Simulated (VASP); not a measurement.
# Ag (I4/mmm) in VASP: further runs

The runs below take Ag through single point, with PBEsol.

Everything below comes from runs of VASP 6.6.1. Logs are shortened: lines on timing, memory, paths and dates and some standing lists are left out, and cuts for length are marked.

## 1. The cell of the first run

The structure is tetragonal, space group I4/mmm (No. 139). The conventional cell has a = 2.889 Å, b = 2.889 Å, c = 4.004 Å, α = 90.00°, β = 90.00°, γ = 90.00°. Within 3.8 Å of Ag (site symmetry 4/mmm) lie 12 Ag at 2.86 to 2.89 Å.

## 2. Single point, PBEsol (strain -0.0200 x Voigt [0, 1, 0, 0, 0, 0])

The input, INCAR:

```
ALGO = Normal ; EDIFF = 1E-6
ENCUT = 520 ; GGA = PS
ISIF = 2 ; ISMEAR = 0
LASPH = True ; LCHARG = False
LREAL = False ; LWAVE = False
NBANDS = 12 ; NELM = 60
PREC = Accurate ; SIGMA = 0.15
```

The input, KPOINTS:

```
k-points
0
Gamma
  20 20 20
```

The input, POSCAR:

```
Ag
1.0
    0.0000000000      2.0022380000      2.0431000000
    2.0431000000      0.0000000000      2.0431000000
    2.0431000000      2.0022380000      0.0000000000
Ag
1
Direct
    0.0000000000      0.0000000000      0.0000000000
```

Potentials or basis: VASP PAW PBE potentials, release 64 (Ag).

Started as:

```bash
$ cat potpaw_PBE.64/Ag/POTCAR > POTCAR
$ mpirun -np 1 vasp_std > vasp.out
```

OUTCAR:

```text
EDIFF = 1E-6
   ENCUT = 520
   GGA = PS
   ISIF = 2
   ISMEAR = 0
   LASPH = True
   LREAL = False
   NELM = 60
   PREC = Accurate

 ion  position               nearest neighbor table
   1  0.000  0.000  0.000-

  LATTYP: Found a body centered tetragonal cell.
 ALAT       =     2.8893797293
 C/A-ratio  =     1.3859292911

  Lattice vectors:

 A1 = (   0.0000000000,  -2.0022380000,   2.0431000000)
 A2 = (   0.0000000000,  -2.0022380000,  -2.0431000000)
 A3 = (   2.0431000000,   2.0022380000,   0.0000000000)

Analysis of symmetry for initial positions (statically):
=====================================================================
 Subroutine PRICEL returns:
 Original cell was already a primitive cell.

 Routine SETGRP: Setting up the symmetry group for a
 body centered tetragonal supercell.

 Subroutine GETGRP returns: Found 16 space group operations
 (whereof 16 operations were pure point group operations)
 out of a pool of 16 trial point group operations.

The static configuration has the point symmetry D_4h.

Analysis of symmetry for dynamics (positions and initial velocities):
=====================================================================
 Subroutine PRICEL returns:
 Original cell was already a primitive cell.

 Routine SETGRP: Setting up the symmetry group for a
 body centered tetragonal supercell.

 Subroutine GETGRP returns: Found 16 space group operations
 (whereof 16 operations were pure point group operations)
 out of a pool of 16 trial point group operations.

The dynamic configuration has the point symmetry D_4h.

 Subroutine INISYM returns: Found 16 space group operations
 (whereof 16 operations are pure point group operations),
 and found     1 'primitive' translations

----------------------------------------------------------------------------------------

                                     Primitive cell

  volume of cell :      16.7157

  direct lattice vectors                    reciprocal lattice vectors
     0.000000000  2.002238000  2.043100000    -0.244726151  0.249720563  0.244726151
     2.043100000  0.000000000  2.043100000     0.244726151 -0.249720563  0.244726151
     2.043100000  2.002238000  0.000000000     0.244726151  0.249720563 -0.244726151

  length of vectors
     2.860631857  2.889379729  2.860631857     0.426781136  0.426781136  0.426781136

  position of ions in fractional coordinates (direct lattice)
     0.000000000  0.000000000  0.000000000

  ion indices of the primitive-cell ions
   primitive index   ion index
                 1           1

----------------------------------------------------------------------------------------

 KPOINTS: k-points

Automatic generation of k-mesh.
 Grid dimensions read from file:
 generate k-points for:   20   20   20

 Generating k-lattice:

  Cartesian coordinates                     Fractional coordinates (reciprocal lattice)
    -0.012236308  0.012486028  0.012236308     0.050000000  0.000000000  0.000000000
     0.012236308 -0.012486028  0.012236308    -0.000000000  0.050000000 -0.000000000
     0.012236308  0.012486028 -0.012236308     0.000000000  0.000000000  0.050000000

  Length of vectors
     0.021339057  0.021339057  0.021339057

  Shift w.r.t. Gamma in fractional coordinates (k-lattice)
     0.000000000  0.000000000  0.000000000

 Subroutine IBZKPT returns following result:
 ===========================================

 Found    641 irreducible k-points:

 Following reciprocal coordinates:
            Coordinates               Weight
  0.000000  0.000000  0.000000      1.000000
  0.050000  0.000000  0.000000      8.000000
  0.100000  0.000000 -0.000000      8.000000
  0.150000  0.000000  0.000000      8.000000
  0.200000  0.000000 -0.000000      8.000000
  0.250000  0.000000  0.000000      8.000000
[... 16 lines left out ...]
 -0.400000  0.050000  0.000000     16.000000
 -0.350000  0.050000 -0.000000     16.000000
 [... further k-points ...]
   k-points           NKPTS =    641   k-points in BZ     NKDIM =    641   number of bands    NBANDS=     12
   number of dos      NEDOS =    301   number of ions     NIONS =      1
   total plane-waves  NPLWV =  13824
   dimension x,y,z NGX =    24 NGY =   24 NGZ =   24
   dimension x,y,z NGXF=    48 NGYF=   48 NGZF=   48
   ions per type =               1
   NGX,Y,Z   is equivalent  to a cutoff of  13.95, 13.81, 13.95 a.u.
   NGXF,Y,Z  is equivalent  to a cutoff of  27.90, 27.62, 27.90 a.u.
 SYSTEM =  unknown system
   PREC   = accura    normal or accurate (medium, high low for compatibility)
   ISTART =      0    job   : 0-new  1-cont  2-samecut
   ICHARG =      2    charge: 1-file 2-atom 10-const
   ISPIN  =      1    spin polarized calculation?
   LNONCOLLINEAR =      F non collinear calculations
   LSORBIT =      F    spin-orbit coupling
   LASPH  =      T    aspherical Exc in radial PAW
   ENCUT  =  520.0 eV  38.22 Ry    6.18 a.u.   5.32  5.37  5.32*2*pi/ulx,y,z
   NELM   =     60;   NELMIN=  2; NELMDL= -5     # of ELM steps
   EDIFF  = 0.1E-05   stopping-criterion for ELM
   LREAL  =      F    real-space projection
   EDIFFG = 0.1E-04   stopping-criterion for IOM
   NSW    =      0    number of steps for IOM
   IBRION =     -1    ionic relax: 0-MD 1-quasi-New 2-CG
   NFREE  =      0    steps in history (QN), initial steepest desc. (CG)
   ISIF   =      2    stress and relaxation
   ISYM   =      2    0-nonsym 1-usesym 2-fastsym
   POTIM  = 0.5000    time-step for ionic-motion
   TEBEG  =    0.0;   TEEND  =   0.0 temperature during run
   PSTRESS=    0.0 pullay stress
   NELECT =      11.0000    total number of electrons
   NUPDOWN=      -1.0000    fix difference up-down
   EMIN   =  10.00;   EMAX   =-10.00  energy-range for DOS
   EFERMI =   0.00;   METHOD = LEGACY
   ISMEAR =     0;   SIGMA  =   0.15  broadening in eV -4-tet -1-fermi 0-gaus
   EFERMI_NEDOS =   21; number of points for ismear=-14 and -15
   IALGO  =     38    algorithm
   IMIX   =      4    mixing-type and parameters
     AMIX     =   0.40;   BMIX     =  1.00
     AMIX_MAG =   1.60;   BMIX_MAG =  1.00
  volume/ion in A,a.u.               =      16.72       112.80
  Fermi-wavevector in a.u.,A,eV,Ry     =   1.423959  2.690892 27.587969  2.027659
  Thomas-Fermi vector in A             =   2.544501
   LORBIT       =      0    0 simple, 1 ext, 2 COOP (PROOUT), +10 PAW based schemes
   GGA     = PS    functional components
   LHFCALC =     F    Hartree Fock is set to
   AEXX    =    0.0000 exact exchange contribution
   IVDW    =     0    specifies the selected vdW correction
   LEPSILON=     F    determine dielectric tensor
   LRPA    =     F    only Hartree local field effects (RPA)
 non-spin polarized calculation
 Gauss-broadening in eV      SIGMA  =   0.15
  energy-cutoff  :      520.00
  volume of cell :       16.72
 maximum number of plane-waves:       471
 NGX is ok and might be reduce to    24
   NGX = 11   NGY = 11   NGZ = 11

 number of electron      11.0000001 magnetization

 Free energy of the ion-electron system (eV)
  ---------------------------------------------------
  ext. energy  EPLUGINS =         0.00000000
  ---------------------------------------------------
  free energy    TOTEN  =        -3.31196926 eV

  energy without entropy =       -3.30964319  energy(sigma->0) =       -3.31080622

 E-fermi :   8.4982     XC(G=0): -12.5306

 val. band max:        8.4727945571   @ k =   0.2500  -0.2500   0.1500
 cond. band min:       8.5136301184   @ k =   0.4500   0.3500   0.0000
 fundamental gap:      0.0408355613
 Fermi energy:         8.4982463141

 k-point     1 :       0.0000    0.0000    0.0000
  band No.  band energies     occupation
      1       0.5317      2.00000
      2       3.6252      2.00000
      3       3.6252      2.00000
      4       3.7545      2.00000
      5       4.6823      2.00000
      6       4.8177      2.00000
      7      24.5432      0.00000
      8      28.1314      0.00000
      9      28.1314      0.00000
     10      28.4213      0.00000
     11      33.0964      0.00000
     12      34.1899      0.00000

 k-point     2 :       0.0500    0.0000    0.0000
  band No.  band energies     occupation
      1       0.6115      2.00000
      2       3.6184      2.00000
      3       3.6482      2.00000
      4       3.7643      2.00000
      5       4.6746      2.00000
      6       4.8072      2.00000
      7      24.5694      0.00000
      8      27.5126      0.00000
      9      28.1713      0.00000
     10      28.3762      0.00000
     11      33.2818      0.00000
     12      34.1551      0.00000

 k-point     3 :       0.1000    0.0000   -0.0000
  band No.  band energies     occupation
      1       0.8443      2.00000
      2       3.5858      2.00000
      3       3.7092      2.00000
      4       3.8093      2.00000
      5       4.6595      2.00000
      6       4.7824      2.00000
      7      24.4833      0.00000
      8      26.1963      0.00000
      9      28.2753      0.00000
     10      28.4605      0.00000
     11      32.5725      0.00000
     12      33.8695      0.00000

 k-point     4 :       0.1500    0.0000    0.0000
  band No.  band energies     occupation
      1       1.2042      2.00000
      2       3.5494      2.00000
      3       3.7827      2.00000
      4       3.8797      2.00000
      5       4.6623      2.00000
      6       4.7657      2.00000
      7      23.4799      0.00000
      8      25.5224      0.00000
      9      28.3938      0.00000
     10      28.5687      0.00000
     11      31.7806      0.00000
     12      33.1509      0.00000

 k-point     5 :       0.2000    0.0000   -0.0000
  band No.  band energies     occupation
      1       1.6232      2.00000
      2       3.5927      2.00000
      3       3.8280      2.00000
      4       3.9335      2.00000
      5       4.7219      2.00000
      6       4.7940      2.00000
      7      21.7001      0.00000
      8      25.3894      0.00000
      9      28.4335      0.00000
     10      28.6086      0.00000
     11      31.3874      0.00000
     12      32.3505      0.00000
[... 228 lines left out ...]
      1       2.0404      2.00000
      2       3.5665      2.00000
      3       3.7350      2.00000
      4       5.3988      2.00000
      5       5.5705      2.00000
      6       8.1708      1.99798
      7      12.3016      0.00000
      8      23.6974      0.00000
      9      25.9063      0.00000
     10      26.4637      0.00000
     11      31.7161      0.00000
     12      32.1001      0.00000

 k-point    22 :      -0.4500    0.0500   -0.0000
  band No.  band energies     occupation
      1       2.0461      2.00000
      2       3.5751      2.00000
      3       3.7364      2.00000
      4       5.4127      2.00000
      5       5.5204      2.00000
      6       8.0071      2.00000
      7      12.5154      0.00000
      8      23.6927      0.00000
      9      25.7902      0.00000
     10      26.7310      0.00000
     11      31.6813      0.00000
     12      32.0669      0.00000

 k-point    23 :      -0.4000    0.0500    0.0000
  band No.  band energies     occupation
      1       2.0813      2.00000
      2       3.6118      2.00000
      3       3.7668      2.00000
      4       5.3080      2.00000
      5       5.3935      2.00000
      6       7.1186      2.00000
      7      13.7495      0.00000
      8      23.8193      0.00000
      9      25.8863      0.00000
     10      27.2604      0.00000
     11      31.5670      0.00000
     12      32.0006      0.00000

 k-point    24 :      -0.3500    0.0500   -0.0000
  band No.  band energies     occupation
      1       2.1321      2.00000
      2       3.6701      2.00000
      3       3.8212      2.00000
      4       5.0456      2.00000
      5       5.2069      2.00000
      6       6.1680      2.00000
      7      15.3998      0.00000
      8      24.0590      0.00000
      9      26.1847      0.00000
     10      28.0080      0.00000
     11      31.3757      0.00000
     12      31.8383      0.00000

 [... further k-points ...]

------------------------ aborting loop because EDIFF is reached ----------------------------------------

  FORCE on cell =-STRESS in cart. coord.  units (eV):
  Direction    XX          YY          ZZ          XY          YZ          ZX
  --------------------------------------------------------------------------------------
  -------------------------------------------------------------------------------------
  Total       -0.0894907     -0.0092930     -0.0894907      0.0000000      0.0000000      0.0000000
  in kB       -8.5775529     -0.8907175     -8.5775529      0.0000000      0.0000000      0.0000000
  external PRESSURE =      -6.0152745 kB  Pullay stress =       0.0000000 kB

 VOLUME and BASIS-vectors are now :
 -----------------------------------------------------------------------------
  energy-cutoff  :      520.00
  volume of cell :       16.72
      direct lattice vectors                 reciprocal lattice vectors
     0.000000000  2.002238000  2.043100000    -0.244726151  0.249720563  0.244726151
     2.043100000  0.000000000  2.043100000     0.244726151 -0.249720563  0.244726151
     2.043100000  2.002238000  0.000000000     0.244726151  0.249720563 -0.244726151

 POSITION                                       TOTAL-FORCE (eV/Angst)
 -----------------------------------------------------------------------------------
      0.00000      0.00000      0.00000        -0.000000      0.000000      0.000000
 -----------------------------------------------------------------------------------
    total drift:                               -0.000000     -0.000000     -0.000000

  FREE ENERGIE OF THE ION-ELECTRON SYSTEM (eV)
  ---------------------------------------------------
  free  energy   TOTEN  =        -3.3119692573 eV

  energy  without entropy=       -3.3096431908  energy(sigma->0) =       -3.31080622
```

Wall time 38 s (1 thread of Intel Xeon 6975P-C (Granite Rapids), shared host); peak memory 0.24 GiB.

What came out:

```yaml
Free_energy: -3.3120 eV
Pressure: -0.6 GPa
Band_gap_on_the_k_mesh: zero (an odd number of electrons rules out a gap without spin polarisation)
```

Stress tensor (GPa, compression positive):
```
-0.86  0.00  0.00
 0.00 -0.09  0.00
 0.00  0.00 -0.86
```

Levels at points of the mesh, in eV from the Fermi level:
```csv
k point,band 4,band 5,band 6,band 7,band 8,band 9
"(0.00, 0.00, 0.00)",-4.74,-3.82,-3.68,16.04,19.63,19.63
"(0.50, 0.00, 0.00)",-2.95,-2.89,-0.50,3.71,15.25,17.79
"(0.50, 0.50, 0.00)",-2.76,-2.66,1.42,6.72,10.82,10.86
"(0.50, 0.00, 0.50)",-2.70,-2.70,1.77,7.22,10.47,10.47
```

Caveat: the cell differs from its parent crystal (strain -0.0200 x Voigt [0, 1, 0, 0, 0, 0]); the PAW data sets were made with another functional, which shifts forces and pressure a little.

## 3. Single point, PBEsol (strain -0.0100 x Voigt [0, 1, 0, 0, 0, 0])

The input, INCAR:

```
  ALGO = Normal
  EDIFF = 1E-6
  ENCUT = 520
  GGA = PS
  ISIF = 2
  ISMEAR = 0
  LASPH = True
  LCHARG = False
  LREAL = False
  LWAVE = False
  NBANDS = 12
  NELM = 80
  PREC = Accurate
  SIGMA = 0.15
```

KPOINTS is that of step 2.

The input, POSCAR:

```
Ag
1.0
    0.0000000000      2.0226690000      2.0431000000
    2.0431000000      0.0000000000      2.0431000000
    2.0431000000      2.0226690000      0.0000000000
Ag
1
Direct
    0.0000000000      0.0000000000      0.0000000000
```

Potentials or basis: VASP PAW PBE potentials, release 64 (Ag).

Started as:

```bash
$ cat potpaw_PBE.64/Ag/POTCAR > POTCAR
$ mpirun -np 1 vasp_std > vasp.out
```

Run time: 46 s. Hardware: 1 thread of Intel Xeon 6975P-C (Granite Rapids), shared host; peak memory 0.24 GiB.

The run converged. Its results:

```
Free energy            : -3.3112 eV
Pressure               : -1.8 GPa
Band gap on the k mesh : zero (an odd number of electrons rules out a gap without spin polarisation)
```

Stress tensor (GPa, compression positive):
```
-1.88  0.00  0.00
 0.00 -1.49  0.00
 0.00  0.00 -1.88
```

Levels at points of the mesh, in eV from the Fermi level:
```tsv
k point	band 3	band 4	band 5	band 6	band 7	band 8	band 9	band 10
(0.00, 0.00, 0.00)	-4.81	-4.75	-3.76	-3.69	16.02	19.61	19.61	19.74
(0.50, 0.00, 0.00)	-4.78	-2.93	-2.90	-0.47	3.65	15.25	17.81	18.05
(0.50, 0.50, 0.00)	-2.94	-2.72	-2.68	1.49	6.72	10.72	10.74	17.35
(0.50, 0.00, 0.50)	-2.94	-2.70	-2.70	1.66	6.97	10.55	10.55	17.18
```

Caveat: the cell differs from its parent crystal (strain -0.0100 x Voigt [0, 1, 0, 0, 0, 0]); the PAW data sets were made with another functional, which shifts forces and pressure a little.
